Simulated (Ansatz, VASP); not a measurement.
# MoS2: VASP beside Ansatz

```xyz
3
Lattice="3.1841 0.0000 0.0000 -1.5921 2.7575 0.0000 0.0000 0.0000 17.3346" Properties=species:S:1:pos:R:3 pbc="T T T"
Mo    0.0000    0.0000    0.0000
S     0.0000    1.8384   15.7833
S     0.0000    1.8384    1.5513
```

Alike in both runs: functional PBEsol; k mesh 10 × 10 × 2; occupations fermi-dirac, width 0.05 eV; no spin polarisation; Hubbard terms Mo d U = 6.0 eV.

|  | VASP | Ansatz |
| --- | --- | --- |
| version | VASP 6.6.1 | Ansatz 0.2.0 |
| potentials or method | VASP PAW PBE potentials, release 64 (Mo_sv, S), cutoff 520 eV | all-electron LAPW, scalar-relativistic |
| task | single point | density of states |

```csv
,VASP,Ansatz,Ansatz less VASP
gap on the k mesh at the Fermi level (eV),1.70,1.53,-0.165
least direct gap on the mesh (eV),1.78,1.53,-0.250
rms of the force components (eV/Å),0.136,0.081,-0.0549
```

VASP's potentials were made for PBE, not for PBEsol. The programs project onto different local orbitals, so the same U acts differently, and such runs can settle in different states. Atom by atom the forces differ by 0.218 eV/Å (rms over components). Ansatz ran all-electron here, and VASP with PAW potentials.

Noted on Ansatz's run: U is the effective U less J, on atomic orbitals that reach past the spheres.
